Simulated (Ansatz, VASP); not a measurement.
P: VASP beside Ansatz

```
P
1.0
     0.00000    4.40275    4.40275
     4.40275    0.00000    4.40275
     4.40275    4.40275    0.00000
P
8
Direct
  0.86142 0.86142 0.86142
  0.86142 0.86142 0.41573
  0.86142 0.41573 0.86142
  0.41573 0.86142 0.86142
  0.13858 0.13858 0.58427
  0.13858 0.13858 0.13858
  0.13858 0.58427 0.13858
  0.58427 0.13858 0.13858
```

Alike in both runs: task relaxation of cell and atoms; functional PBE; k mesh 4 × 4 × 4; occupations gaussian, width 0.1 eV; no spin polarisation.

```csv
,VASP,Ansatz
version,VASP 6.6.1,Ansatz 0.2.0
potentials or method,"VASP PAW PBE potentials, release 64 (P), cutoff 600 eV","scalar-relativistic, plane waves, PAW"
valence electrons in the cell,40,40
```

|  | VASP | Ansatz | Ansatz less VASP |
| --- | --- | --- | --- |
| gap on the k mesh at the Fermi level, each at its own relaxed structure (eV) | none | none | - |
| relaxed volume (Å³/atom) | 19.95 | 19.82 | -0.129 |
| relaxed length of the cell vector where the two differ most in proportion (Å) | 6.089 | 6.076 | -0.0132 |

A gap of «none» marks a metal or a gap that the smearing closes.
